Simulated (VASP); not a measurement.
Write the native input for VASP 6.6.1 that does the following.

| Item | Value |
| --- | --- |
| Task | electric field gradients |
| Functional | PBE |
| Potentials or basis | VASP PAW PBE potentials, release 64 (O) |
| Cutoff | 520 eV |
| k mesh | 8 × 8 × 8 |
| Occupations | fermi-dirac, width 0.02 eV |
| Spin | collinear spin, ferromagnetic start |
| Starting moments | [1.0, 1.0] μB |
| Dipole correction | no |
| Further INCAR settings | ALGO = Normal; EDIFF = 1e-08; NBANDS = 17 |

The structure of O lies in POSCAR:

```
O
1.0
    1.6580280824      0.9572629597      3.6942999791
   -1.6580280824      0.9572629597      3.6942999791
    0.0000000000     -1.9145259194      3.6942999791
O
2
Direct
    0.9453852800      0.9453852800      0.9453852800
    0.0546147200      0.0546147200      0.0546147200
```

The input as run:

INCAR

```
  ALGO = Normal
  EDIFF = 1E-8
  ENCUT = 520
  GGA = PE
  ISIF = 2
  ISMEAR = -1
  ISPIN = 2
  LASPH = True
  LCHARG = False
  LEFG = True
  LORBIT = 11
  LREAL = False
  LWAVE = False
  MAGMOM = 1 1
  NBANDS = 17
  NELM = 150
  PREC = Accurate
  SIGMA = 0.02
```

KPOINTS

```
k-points
0
Gamma
  8 8 8
```

Potentials or basis: VASP PAW PBE potentials, release 64 (O).

Launch:

```sh
$ cat potpaw_PBE.64/O/POTCAR > POTCAR
$ mpirun -np 1 vasp_std > vasp.out
```

It gave:

```
Pressure                                              : 4.2 GPa
Largest force                                         : 1.773 eV/Å
Band gap on the k mesh                                : 1.24 eV (least direct gap 1.30 eV)
Net moment                                            : 2.00 μB per cell
Site moments                                          : O +0.81 μB
Largest electric field gradient by atom               : O +142.4 V/Å²
Valence electrons inside the program's atomic spheres : O 4.92
```

Caveat: the standard files for N, O and F lose accuracy on very short bonds; the stress differs along the axes, from 1 to 11 GPa; this functional lacks dispersion, which holds the molecules together, so the pressure and a relaxed volume are unreliable; without QUAD_EFG the Cq values of the log hold for a quadrupole moment of 1 mb, not for the nuclei; forces of over 1 eV/Å act on the atoms, so gaps and moduli don't describe the material at rest.

Wall time 69 s on 1 thread of Intel(R) Xeon(R) Platinum 8375C CPU @ 2.90GHz (Ice Lake), with other jobs on the host, peak memory 0.22 GiB.
